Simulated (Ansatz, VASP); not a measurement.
## Ti in VASP and in Ansatz

```xyz
1
Lattice="0.0000 2.1896 1.7368 2.1896 0.0000 1.7368 2.1896 2.1896 0.0000" Properties=species:S:1:pos:R:3 pbc="T T T"
Ti    0.0000    0.0000    0.0000
```

Alike in both runs: task single point; functional LDA; k mesh 22 × 22 × 22; occupations gaussian, width 0.15 eV; no spin polarisation.

|  | VASP | Ansatz |
| --- | --- | --- |
| version | VASP 6.6.1 | Ansatz 0.2.0 |
| potentials or method | VASP PAW LDA potentials, release 64 (Ti_sv), cutoff 520 eV | scalar-relativistic, plane waves, PAW |
| valence electrons in the cell | 12 | 12 |

```tsv
	VASP	Ansatz	Ansatz less VASP
gap on the k mesh at the Fermi level (eV)	none	none	-
pressure (GPa)	-5.1	-5.0	+0.07
traceless stress, the component that is largest in VASP (GPa)	1.11	1.12	+0.008
```

Ansatz warns that its potentials were made for another functional, while VASP's fit it. LDA's correlation is that of Perdew and Zunger in VASP and of Perdew and Wang (1992) in Ansatz. A gap of «none» marks a metal or a gap that the smearing closes.
